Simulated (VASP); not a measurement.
# Ag (P6_3/mmc) in VASP: single point with PBEsol

Aim: the single point of Ag with PBEsol.

All numbers are computed with VASP 6.6.1; they aren't measurements. Logs are shortened: lines on timing, memory, paths and dates and some standing lists are left out, and cuts for length are marked.

## Step 1: The cell of the first run

The structure is hexagonal, space group P6_3/mmc (No. 194). Conventional cell: a = 2.161 Å, b = 2.161 Å, c = 3.544 Å, α = 90.00°, β = 90.00°, γ = 120.00°. Ag (site symmetry -6m2) has 12 Ag at 2.16 to 2.17 Å within 2.9 Å.

This isn't the form of Ag at room conditions, which is fcc.

## Step 2: Single point, PBEsol (7.17 Å³/atom)

Input file POSCAR:

```
Ag
1.0
    2.1611234650      0.0000000000      0.0000000000
   -1.0805617325      1.8715878214      0.0000000000
    0.0000000000      0.0000000000      3.5444909329
Ag
2
Direct
    0.3333333333      0.6666666667      0.2500000000
    0.6666666667      0.3333333333      0.7500000000
```

Input file INCAR.step1:

```
SYSTEM = Ag
PREC = Accurate
ENCUT = 470
EDIFF = 1E-6
ISMEAR = -1
SIGMA = 0.05
LREAL = .FALSE.
LASPH = .TRUE.
NELM = 120
ALGO = Normal
ISIF = 2
LWAVE = .FALSE.
LCHARG = .TRUE.
LMAXMIX = 4
GGA = PS
NBANDS = 26
GGA_COMPAT = .FALSE.
NEDOS = 2001
LORBIT = 11
```

Input file KPOINTS.step1:

```
regular mesh
0
G
  15 15 8
  0 0 0
```

Input file INCAR.step2:

```
SYSTEM = Ag
PREC = Accurate
ENCUT = 470
EDIFF = 1E-6
ISMEAR = -5
SIGMA = 0.05
LREAL = .FALSE.
LASPH = .TRUE.
NELM = 120
ALGO = Normal
ISIF = 2
LWAVE = .FALSE.
LCHARG = .FALSE.
LMAXMIX = 4
GGA = PS
LORBIT = 11
NEDOS = 2001
ICHARG = 11
GGA_COMPAT = .FALSE.
```

Input file KPOINTS.step2:

```
regular mesh
0
G
  23 23 12
  0 0 0
```

Potentials or basis: VASP PAW PBE potentials, release 64 (Ag_sv_GW).

On the command line:

```bash
cat potpaw_PBE.64/Ag_sv_GW/POTCAR > POTCAR
cp INCAR.step1 INCAR
cp KPOINTS.step1 KPOINTS
mpirun -np 1 vasp_std > vasp.out
cp INCAR.step2 INCAR
cp KPOINTS.step2 KPOINTS
mpirun -np 1 vasp_std > vasp.out
```

OUTCAR:

```text
SYSTEM = Ag
   PREC = Accurate
   ENCUT = 470
   EDIFF = 1E-6
   ISMEAR = -5
   LREAL = .FALSE.
   LASPH = .TRUE.
   NELM = 120
   ISIF = 2
   GGA = PS
   LORBIT = 11
   ICHARG = 11

 ion  position               nearest neighbor table
   1  0.333  0.667  0.250-   2 2.17   2 2.17   2 2.17   2 2.17   2 2.17   2 2.17
   2  0.667  0.333  0.750-   1 2.17   1 2.17   1 2.17   1 2.17   1 2.17   1 2.17

  LATTYP: Found a hexagonal cell.
 ALAT       =     2.1611234650
 C/A-ratio  =     1.6401149635

  Lattice vectors:

 A1 = (   2.1611234650,   0.0000000000,   0.0000000000)
 A2 = (  -1.0805617325,   1.8715878214,   0.0000000000)
 A3 = (   0.0000000000,   0.0000000000,   3.5444909329)

Analysis of symmetry for initial positions (statically):
=====================================================================
 Subroutine PRICEL returns:
 Original cell was already a primitive cell.

 Routine SETGRP: Setting up the symmetry group for a
 hexagonal supercell.

 Subroutine GETGRP returns: Found 24 space group operations
 (whereof 12 operations were pure point group operations)
 out of a pool of 24 trial point group operations.

The static configuration has the point symmetry D_3d.
 The point group associated with its full space group is D_6h.

Analysis of symmetry for dynamics (positions and initial velocities):
=====================================================================
 Subroutine PRICEL returns:
 Original cell was already a primitive cell.

 Routine SETGRP: Setting up the symmetry group for a
 hexagonal supercell.

 Subroutine GETGRP returns: Found 24 space group operations
 (whereof 12 operations were pure point group operations)
 out of a pool of 24 trial point group operations.

The dynamic configuration has the point symmetry D_3d.
 The point group associated with its full space group is D_6h.

 Subroutine INISYM returns: Found 24 space group operations
 (whereof 12 operations are pure point group operations),
 and found     1 'primitive' translations

----------------------------------------------------------------------------------------
[... 93 lines left out ...]
   ENCUT  =  470.0 eV  34.54 Ry    5.88 a.u.   3.82  3.82  6.27*2*pi/ulx,y,z
   NELM   =    120;   NELMIN=  2; NELMDL=  0     # of ELM steps
   EDIFF  = 0.1E-05   stopping-criterion for ELM
   LREAL  =      F    real-space projection
   EDIFFG = 0.1E-04   stopping-criterion for IOM
   NSW    =      0    number of steps for IOM
   IBRION =     -1    ionic relax: 0-MD 1-quasi-New 2-CG
   NFREE  =      0    steps in history (QN), initial steepest desc. (CG)
   ISIF   =      2    stress and relaxation
   ISYM   =      2    0-nonsym 1-usesym 2-fastsym
   POTIM  = 0.5000    time-step for ionic-motion
   TEBEG  =    0.0;   TEEND  =   0.0 temperature during run
   PSTRESS=    0.0 pullay stress
   NELECT =      38.0000    total number of electrons
   NUPDOWN=      -1.0000    fix difference up-down
   EMIN   =  10.00;   EMAX   =-10.00  energy-range for DOS
   EFERMI =   0.00;   METHOD = LEGACY
   ISMEAR =    -5;   SIGMA  =   0.05  broadening in eV -4-tet -1-fermi 0-gaus
   EFERMI_NEDOS =   21; number of points for ismear=-14 and -15
   IALGO  =     38    algorithm
   IMIX   =      4    mixing-type and parameters
     AMIX     =   0.40;   BMIX     =  1.00
     AMIX_MAG =   1.60;   BMIX_MAG =  1.00
  volume/ion in A,a.u.               =       7.17        48.37
  Fermi-wavevector in a.u.,A,eV,Ry     =   2.265626  4.281412 69.839513  5.133059
  Thomas-Fermi vector in A             =   3.209578
   LORBIT       =     11    0 simple, 1 ext, 2 COOP (PROOUT), +10 PAW based schemes
   GGA     = PS    functional components
   LHFCALC =     F    Hartree Fock is set to
   AEXX    =    0.0000 exact exchange contribution
   IVDW    =     0    specifies the selected vdW correction
   LEPSILON=     F    determine dielectric tensor
   LRPA    =     F    only Hartree local field effects (RPA)
 non-spin polarized calculation
 Fermi weights with tetrahedron method with Bloechl corrections
  energy-cutoff  :      470.00
  volume of cell :       14.34
 maximum number of plane-waves:       346
 NGX is ok and might be reduce to    16

 number of electron      38.0000004 magnetization

 Free energy of the ion-electron system (eV)
  ---------------------------------------------------
  ext. energy  EPLUGINS =         0.00000000
  ---------------------------------------------------
  free energy    TOTEN  =        22.16739149 eV

  energy without entropy =       22.16739149  energy(sigma->0) =       22.16739149

 E-fermi :  26.6895     XC(G=0): -19.0357

 val. band max:       26.8279402897   @ k =   0.4783   0.0435   0.0833
 cond. band min:      26.4939139464   @ k =   0.4783   0.0435   0.5000
 fundamental gap:     -0.3340263433
 Fermi energy:        26.6894965885

 k-point     1 :       0.0000    0.0000    0.0000
  band No.  band energies     occupation
      1     -71.7382      2.00000
      2     -70.9658      2.00000
      3     -36.7799      2.00000
      4     -33.8236      2.00000
      5     -33.8236      2.00000
      6     -33.4223      2.00000
[... 613 lines left out ...]
     22      41.0417      0.00000
     23      42.6443      0.00000

 [... further k-points ...]

------------------------ aborting loop because EDIFF is reached ----------------------------------------

  FORCE on cell =-STRESS in cart. coord.  units (eV):
  Direction    XX          YY          ZZ          XY          YZ          ZX
  --------------------------------------------------------------------------------------
  -------------------------------------------------------------------------------------
  Total       86.4049458     86.4049458     86.3714169      0.0000000      0.0000000      0.0000000
  in kB     9656.1838340   9656.1838340   9652.4368197      0.0000000      0.0000000      0.0000000
  external PRESSURE =    9654.9348292 kB  Pullay stress =       0.0000000 kB

 VOLUME and BASIS-vectors are now :
 -----------------------------------------------------------------------------
  energy-cutoff  :      470.00
  volume of cell :       14.34
      direct lattice vectors                 reciprocal lattice vectors
     2.161123465  0.000000000  0.000000000     0.462722291  0.267152839  0.000000000
    -1.080561733  1.871587821  0.000000000     0.000000000  0.534305678  0.000000000
     0.000000000  0.000000000  3.544490933     0.000000000  0.000000000  0.282127961

 POSITION                                       TOTAL-FORCE (eV/Angst)
 -----------------------------------------------------------------------------------
     -0.00000      1.24773      0.88612        -0.000000      0.000000      0.000000
      1.08056      0.62386      2.65837         0.000000      0.000000     -0.000000
 -----------------------------------------------------------------------------------
    total drift:                               -0.000000      0.000000     -0.000000

  FREE ENERGIE OF THE ION-ELECTRON SYSTEM (eV)
  ---------------------------------------------------
  free  energy   TOTEN  =        22.1673914926 eV

  energy  without entropy=       22.1673914926  energy(sigma->0) =       22.16739149

 total charge

# of ion       s       p       d       f       tot
--------------------------------------------------
    1        2.426   6.612   8.843   0.163  18.045
    2        2.426   6.612   8.843   0.163  18.045
--------------------------------------------------
tot          4.853  13.224  17.687   0.326  36.089
```

OUTCAR.step1:

```text
SYSTEM = Ag
   PREC = Accurate
   ENCUT = 470
   EDIFF = 1E-6
   ISMEAR = -1
   LREAL = .FALSE.
   LASPH = .TRUE.
   NELM = 120
[... 923 lines left out ...]
    total drift:                               -0.000000      0.000000     -0.000000

  FREE ENERGIE OF THE ION-ELECTRON SYSTEM (eV)
  ---------------------------------------------------
  free  energy   TOTEN  =        22.1473680671 eV

  energy  without entropy=       22.1480731031  energy(sigma->0) =       22.14772059

 total charge

# of ion       s       p       d       f       tot
--------------------------------------------------
    1        2.427   6.610   8.845   0.163  18.045
    2        2.427   6.610   8.845   0.163  18.045
--------------------------------------------------
tot          4.854  13.221  17.690   0.326  36.090
```

OSZICAR.step1:

```text
N       E                     dE             d eps       ncg     rms          rms(c)
DAV:   1     0.805913316474E+03    0.80591E+03   -0.23390E+04  8134   0.218E+03
DAV:   2     0.507217817023E+02   -0.75519E+03   -0.72795E+03  7052   0.933E+02
DAV:   3     0.221654678151E+02   -0.28556E+02   -0.28148E+02 10722   0.251E+02
DAV:   4     0.216079282901E+02   -0.55754E+00   -0.55684E+00 10818   0.291E+01
DAV:   5     0.215846317446E+02   -0.23297E-01   -0.23293E-01 11472   0.606E+00    0.161E+01
DAV:   6     0.219992013996E+02    0.41457E+00   -0.30184E-01 10622   0.125E+01    0.947E+00
DAV:   7     0.221427633086E+02    0.14356E+00   -0.11247E-01 10780   0.638E+00    0.164E+00
DAV:   8     0.221473247048E+02    0.45614E-02   -0.14228E-02  9648   0.289E+00    0.117E-01
DAV:   9     0.221473583388E+02    0.33634E-04   -0.44330E-04 10596   0.303E-01    0.276E-02
DAV:  10     0.221473673358E+02    0.89970E-05   -0.18089E-05 11022   0.695E-02    0.377E-03
DAV:  11     0.221473680671E+02    0.73132E-06   -0.42405E-07  5022   0.136E-02
   1 F= 0.22147368E+02 E0= 0.22147721E+02  d E =-.705036E-03
```

It took 2 min on 1 thread of Intel Xeon 6975P-C (Granite Rapids), shared host; peak memory 0.24 GiB.

Results:

```yaml
Valence_electrons_inside_the_program's_atomic_spheres: Ag 18.05
```

Caveat: the PAW data sets were made with another functional, which shifts forces and pressure a little.
